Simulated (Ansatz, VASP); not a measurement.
# Ga in VASP and in Ansatz

```
Ga
1.0
     2.96945    0.00000    0.00000
    -1.48473    2.57162    0.00000
     0.00000    0.00000    9.94112
Ga
4
Direct
  0.00000 0.00000 0.00000
  0.00000 0.00000 0.50000
  0.33333 0.66667 0.75000
  0.66667 0.33333 0.25000
```

Alike in both runs: functional PBE; k mesh 18 × 18 × 6; occupations gaussian, width 0.1 eV; no spin polarisation.

Ansatz relaxed the structure, and its values are those at the end. VASP's run is a single point on that final structure, the one shown.

|  | VASP | Ansatz |
| --- | --- | --- |
| version | VASP 6.6.1 | Ansatz 0.2.0 |
| potentials or method | VASP PAW PBE potentials, release 64 (Ga_d), cutoff 520 eV | scalar-relativistic, plane waves, PAW |
| valence electrons in the cell | 52 | 52 |

|  | VASP | Ansatz | Ansatz less VASP |
| --- | --- | --- | --- |
| gap on the k mesh at the Fermi level (eV) | none | none | - |
| pressure (GPa) | 0.1 | 0.0 | -0.07 |

A gap of «none» marks a metal or a gap that the smearing closes.
